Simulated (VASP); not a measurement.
The system is Pb.

```xyz
1
Lattice="0.0000 2.4948 2.4948 2.4948 0.0000 2.4948 2.4948 2.4948 0.0000" Properties=species:S:1:pos:R:3 pbc="T T T"
Pb    0.0000    0.0000    0.0000
```

- Program: VASP 6.6.1
- Task: relaxation of cell and atoms
- Functional: LDA
- Potentials or basis: VASP PAW LDA potentials, release 64 (Pb_d)
- Cutoff: 600 eV
- k mesh: 14 × 14 × 14
- Occupations: gaussian, width 0.1 eV
- Spin: no spin polarisation

At the start: pressure -2.8 GPa; volume 31.05 Å³/atom.

How do energy, volume and symmetry change on relaxing?

Over 3 steps the energy falls by 17.7 meV/atom and the volume is 29.16 Å³/atom (-6.1 %); space group Fm-3m (No. 225, to 0.05 Å).

Step by step:
```tsv
step	energy change (eV)	largest force (eV/Å)	pressure (GPa)	volume (Å³)
1	0.0000	0.0000	-2.80	31.05
2	-0.0163	0.0000	0.94	28.67
3	-0.0177	0.0000	0.01	29.16
```

Final structure:
```
Pb
1.0
     0.00000    2.44306    2.44306
     2.44306    0.00000    2.44306
     2.44306    2.44306    0.00000
Pb
1
Direct
  0.00000 0.00000 0.00000
```
